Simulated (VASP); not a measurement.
A run of VASP 6.6.1 is set up as follows.

Contents of POSCAR:

```
Ga2O3
1.0
    2.9607324711      0.0000000000      0.0000000000
   -1.4803662355      2.5640695338      0.0000000000
    0.0000000000      0.0000000000      6.7766323259
Ga O
2 3
Direct
    0.3333333333      0.6666666667      0.2039202181
    0.6666666667      0.3333333333      0.7960797819
    0.0000000000      0.0000000000      0.0000000000
    0.3333333333      0.6666666667      0.6915979171
    0.6666666667      0.3333333333      0.3084020829
```

INCAR.step1

```
SYSTEM = Ga2O3
ALGO = Normal
EDIFF = 1E-4
ENCUT = 520
GGA = PE
ISMEAR = 0
LASPH = .True.
LCHARG = .False.
LREAL = .False.
LWAVE = .True.
NBANDS = 30
NELM = 80
PREC = Accurate
SIGMA = 0.01
```

Contents of INCAR.step2:

```
SYSTEM = Ga2O3
ALGO = Normal
EDIFF = 1E-7
ENCUT = 520
ISIF = 2
ISMEAR = 0
ISTART = 1
LASPH = .True.
LCHARG = .False.
LMIXTAU = .True.
LREAL = .False.
LWAVE = .False.
METAGGA = R2SCAN
NBANDS = 30
NELM = 80
PREC = Accurate
SIGMA = 0.01
```

Contents of KPOINTS:

```
k-points
0
Gamma
  9 9 4
  0 0 0
```

Potentials or basis: VASP PAW PBE potentials, release 64 (Ga_d, O).

Launch:

```console
$ cat potpaw_PBE.64/Ga_d/POTCAR potpaw_PBE.64/O/POTCAR > POTCAR
$ cp INCAR.step1 INCAR
$ mpirun -np 1 vasp_std > vasp.out
$ cp INCAR.step2 INCAR
$ mpirun -np 1 vasp_std > vasp.out
```

Q: What does it give for the largest force?

A: 0.483 eV/Å.

Q: Estimate the pressure.

A: 8.8 GPa.

Q: Estimate the band gap on the k mesh.

A: 3.35 eV, direct.

Forces in eV/Å, atoms in the order of the input:
```
Ga   0.000  0.000 -0.132
Ga   0.000  0.000  0.132
O    0.000  0.000  0.000
O    0.000  0.000 -0.483
O    0.000  0.000  0.483
```

Caveat: the PAW data sets were made with another functional, which shifts forces and pressure a little. A k mesh can miss the band edges.
